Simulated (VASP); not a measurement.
Ge:

```
CELL_PARAMETERS angstrom
4.07599 0.00000 0.00000
-2.03799 3.52991 0.00000
0.00000 0.00000 6.72881
ATOMIC_POSITIONS crystal
Ge 0.33333 0.66667 0.93710
Ge 0.66667 0.33333 0.43710
Ge 0.33333 0.66667 0.56290
Ge 0.66667 0.33333 0.06290
```

Base run:

| Property | Result |
| --- | --- |
| Program | VASP 6.6.1 |
| Functional | r2SCAN |
| Potentials or basis | VASP PAW PBE potentials, release 64 (Ge_d) |
| Cutoff | 520 eV |
| k mesh | 8 × 8 × 4 |
| Occupations | fermi-dirac, width 0.05 eV |
| Spin | no spin polarisation |

Its results: band gap on the k mesh 0.08 eV, direct; pressure -3.5 GPa; largest force 0.007 eV/Å.

**Question.** The run is repeated on the same cell with these changes: functional from r2SCAN to PBE; further incar settings from ALGO = Normal; EDIFF = 1e-06; NBANDS = 36 to ALGO = Normal; EDIFF = 1e-07; NBANDS = 36. What comes out?

**Answer.** Band gap on the k mesh 0.12 eV, indirect (least direct gap 0.20 eV); pressure -0.8 GPa; largest force 0.007 eV/Å.

Caveats: the PAW data sets were made with another functional, which shifts forces and pressure a little (some runs).

A k mesh can miss the band edges.
